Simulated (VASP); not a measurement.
Crystal: HoZnO2.

```
Ho Zn O
1.0
     3.06814    0.00000    0.00000
    -1.53407    2.65709    0.00000
     0.00000    0.00000    7.67738
Ho Zn O
1 1 2
Direct
  0.00000 0.00000 0.50000
  0.00000 0.00000 0.00000
  0.00000 0.00000 0.21247
  0.00000 0.00000 0.78753
```

The cell was generated, and may not be a known phase.

```yaml
Program: VASP 6.6.1
Task: relaxation of cell and atoms
Functional: PBE
Potentials_or_basis: VASP PAW PBE potentials, release 64 (Ho_3, Zn, O), 4f in core
Cutoff: 600 eV
k_mesh: 6 × 6 × 2
Occupations: gaussian, width 0.1 eV
Spin: no spin polarisation
```

At the start: pressure 15.4 GPa; volume 15.65 Å³/atom.

Where does the relaxation end?

Over 14 steps the energy falls by 610.2 meV/atom and the volume is 24.07 Å³/atom (+53.8 %); space group P6/mmm (No. 191, to 0.1 Å) before and after.

Step by step:
```csv
step,energy change (eV),largest force (eV/Å),pressure (GPa),volume (Å³)
1,0.0000,5.6589,15.38,62.59
2,-1.0003,3.3090,-1.07,77.14
3,-1.2776,0.9135,0.30,71.55
4,0.2651,11.6881,36.43,78.26
5,-1.7619,2.5773,7.53,74.20
6,-2.2670,1.0151,3.69,83.86
7,-2.2707,1.5091,3.50,85.15
8,-2.3986,0.4156,-2.02,95.09
9,-2.3992,0.4742,-1.71,94.42
10,-2.3427,1.2891,2.81,98.77
11,-2.4406,0.0971,-0.03,96.23
12,-2.4406,0.1118,0.00,96.26
13,-2.4408,0.0478,0.15,96.30
14,-2.4409,0.0089,0.09,96.29
```

Final structure:
```
Ho Zn O
1.0
     3.82948    0.00000    0.00000
    -1.91474    3.31643    0.00000
     0.00000    0.00000    7.58149
Ho Zn O
1 1 2
Direct
  0.00000 0.00000 0.50000
  0.00000 0.00000 0.00000
  0.00000 0.00000 0.23106
  0.00000 0.00000 0.76894
```

Caveat: the k points lie up to 0.41 Å⁻¹ apart in the final cell, too coarse for converged energies and pressures of a metal; the volume moved by over 15 % at a fixed basis, so the end points are rough; an odd number of electrons without spin polarisation forces a metal; a magnetic or distorted state may lie lower; the run has no spin polarisation, though such a crystal can be magnetic.
